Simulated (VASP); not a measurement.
The system is Li2AlO2.

```
CELL_PARAMETERS angstrom
3.20000 0.00000 0.00000
-1.60000 2.77128 0.00000
0.00000 0.00000 5.90000
ATOMIC_POSITIONS crystal
Li 0.66667 0.33333 0.38000
Li 0.33333 0.66667 0.62000
Al 0.00000 0.00000 0.00000
O 0.33333 0.66667 0.20000
O 0.66667 0.33333 0.80000
```

```yaml
Program: VASP 6.6.1
Task: relaxation of cell and atoms
Functional: PBE
Potentials_or_basis: VASP PAW PBE potentials, release 64 (Li_sv, Al, O)
Cutoff: 600 eV
k_mesh: 6 × 6 × 3
Occupations: gaussian, width 0.2 eV
Spin: no spin polarisation
```

At the start: pressure -11.6 GPa; volume 10.46 Å³/atom.

How do energy, volume and symmetry change on relaxing?

Over 14 steps the energy falls by 552.0 meV/atom and the volume is 10.25 Å³/atom (-2.0 %); space group P-3m1 (No. 164, to 0.1 Å) before and after.

The path:
```
step  energy change (eV)  largest force (eV/Å)  pressure (GPa)  volume (Å³)
   1              0.0000                1.2222          -11.56        52.32
   2             -0.6059                1.5832           -3.12        46.80
   3             -0.8344                1.2931           12.32        41.75
   4             -1.1468                0.5850           19.05        40.80
   5             -1.2813                0.7883           29.74        39.73
   6             -1.6913                0.9215           26.02        40.97
   7             -2.3996                1.3981           19.04        44.53
   8             -1.7771                2.6605           13.52        51.00
   9             -2.4119                2.1750           18.30        46.69
  10             -2.7302                0.3094            4.22        49.85
  11             -2.7482                0.1973            0.49        50.93
  12             -2.7482                0.1584            0.77        50.84
  13             -2.7557                0.0903            0.47        51.01
  14             -2.7599                0.0719            0.05        51.25
```

Final structure:
```
CELL_PARAMETERS angstrom
2.83202 0.00000 0.00000
-1.41601 2.45260 0.00000
0.00000 0.00000 7.37890
ATOMIC_POSITIONS crystal
Li 0.66667 0.33333 0.32098
Li 0.33333 0.66667 0.67902
Al 0.00000 0.00000 0.00000
O 0.33333 0.66667 0.13815
O 0.66667 0.33333 0.86185
```

Caveat: the k points lie up to 0.43 Å⁻¹ apart in the final cell, too coarse for converged energies and pressures of a metal; the cutoff is under 1.25 times the usual one of these potentials, so pressure, stress and relaxed cells hold a basis-set (Pulay) error; a cell axis changed by over 15 % at a fixed basis, so the end point is rough; an odd number of electrons without spin polarisation forces a metal; a magnetic or distorted state may lie lower; the relaxation stopped at a loose force limit of 0.08 eV/Å, so its end isn't a converged minimum.
